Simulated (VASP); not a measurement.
Write the native input for VASP 6.6.1 that does the following.

```
Task                   : single point
Functional             : PBE
Potentials or basis    : VASP PAW PBE potentials, release 64 (K_sv, S)
Cutoff                 : 500 eV
k mesh                 : 6 × 6 × 6
Occupations            : gaussian, width 0.01 eV
Spin                   : no spin polarisation
Dipole correction      : no
Further INCAR settings : ALGO = Normal; EDIFF = 1e-06; NBANDS = 19
```

The structure of K2S lies in POSCAR:

```
K2S
1.0
    0.0000000000      3.7027186838      3.7027186838
    3.7027186838      0.0000000000      3.7027186838
    3.7027186838      3.7027186838      0.0000000000
K S
2 1
Direct
    0.2500000000      0.2500000000      0.2500000000
    0.7500000000      0.7500000000      0.7500000000
    0.0000000000      0.0000000000      0.0000000000
```

The input as run:

INCAR

```
  PREC = Accurate
  ENCUT = 500
  EDIFF = 1E-6
  ISMEAR = 0
  SIGMA = 0.01
  LREAL = F
  LASPH = T
  NELM = 120
  ALGO = Normal
  ISIF = 2
  LWAVE = F
  LCHARG = F
  GGA = PE
  NBANDS = 19
  GGA_COMPAT = F
```

KPOINTS

```
Automatic mesh
0
Gamma
  6 6 6
```

Potentials or basis: VASP PAW PBE potentials, release 64 (K_sv, S).

Command:

```sh
$ cat potpaw_PBE.64/K_sv/POTCAR potpaw_PBE.64/S/POTCAR > POTCAR
$ mpirun -np 1 vasp_std > vasp.out
```

Results of the run:

```
Pressure               : 0.5 GPa
Band gap on the k mesh : 2.38 eV, indirect (least direct gap 2.57 eV)
```

Run time: 31 s on 1 thread of Intel(R) Xeon(R) Platinum 8375C CPU @ 2.90GHz (Ice Lake), with other jobs on the host, peak memory 0.24 GiB.
